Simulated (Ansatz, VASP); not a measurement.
Al2BP3 in VASP and in Ansatz

The input INCAR:

```
SYSTEM = Al2BP3
ALGO     = Normal         ! electronic algorithm
EDIFF    = 1E-7           ! SCF threshold, eV
ENCUT    = 520            ! plane-wave cutoff, eV
GGA      = PE             ! functional
ISIF     = 2              ! what is computed and relaxed
ISMEAR   = 0              ! smearing method
LASPH    = .True.         ! aspherical terms in the spheres
LCHARG   = .False.        ! write CHGCAR
LREAL    = .False.        ! projectors in reciprocal space
LWAVE    = .False.        ! write WAVECAR
NBANDS   = 21             ! bands
NELM     = 100            ! most SCF steps
PREC     = Accurate       ! precision mode
SIGMA    = 0.1            ! smearing width, eV
```

The input KPOINTS:

```
k-points
0
Gamma
  3 3 6
  0 0 0
```

Contents of POSCAR:

```
Al2BP3
1.0
    5.8693446800      0.0000000000      0.0000000000
   -2.9346723400      5.0830015900      0.0000000000
    0.0000000000      0.0000000000      3.2390367900
Al B P
2 1 3
Direct
    0.3333333300      0.6666666700      0.0000000000
    0.6666666700      0.3333333300      0.0000000000
    0.0000000000      0.0000000000      0.0000000000
    0.5000000000      0.0000000000      0.5000000000
    0.5000000000      0.5000000000      0.5000000000
    0.0000000000      0.5000000000      0.5000000000
```

Input for Ansatz:

```yaml
crystal:
  lattice:
    - [5.86934468, 0.0, 0.0]
    - [-2.93467234, 5.08300159, 0.0]
    - [0.0, 0.0, 3.23903679]
  atoms:
    - { symbol: Al, position: [0.33333333, 0.66666667, 0.0] }
    - { symbol: Al, position: [0.66666667, 0.33333333, 0.0] }
    - { symbol: B, position: [0.0, 0.0, 0.0] }
    - { symbol: P, position: [0.5, 0.0, 0.5] }
    - { symbol: P, position: [0.5, 0.5, 0.5] }
    - { symbol: P, position: [0.0, 0.5, 0.5] }
basis:
  ecutwfc: 420
kpoints:
  mp_grid: { grid: [3, 3, 6] }
hamiltonian:
  xc: pbe
scf:
  occupations: { method: gaussian, width: 0.1 }
  lower_state_search: "off"
output:
  forces: true
  stress: true
  eigenvalues: true
```

Change from the starting cell: species swapped into the ErB2Ru3 type (P6/mmm, No. 191).

Alike in both runs: task single point; functional PBE; k mesh 3 × 3 × 6; occupations gaussian, width 0.1 eV; no spin polarisation.

|  | VASP | Ansatz |
| --- | --- | --- |
| version | VASP 6.6.1 | Ansatz 0.2.0 |
| potentials or method | VASP PAW PBE potentials, release 64 (Al, B, P), cutoff 520 eV | scalar-relativistic, plane waves, PAW |
| valence electrons in the cell | 24 | 24 |

|  | VASP | Ansatz | Ansatz less VASP |
| --- | --- | --- | --- |
| gap on the k mesh at the Fermi level (eV) | none | none | - |
| pressure (GPa) | 14.4 | 14.5 | +0.12 |
| traceless stress, the component that is largest in VASP (GPa) | 6.88 | 6.90 | +0.016 |

A gap of «none» marks a metal or a gap that the smearing closes. The functional is the same, so the differences come from potentials, cutoffs and numerics.

The k mesh is coarse, so the values compare programs but aren't converged.
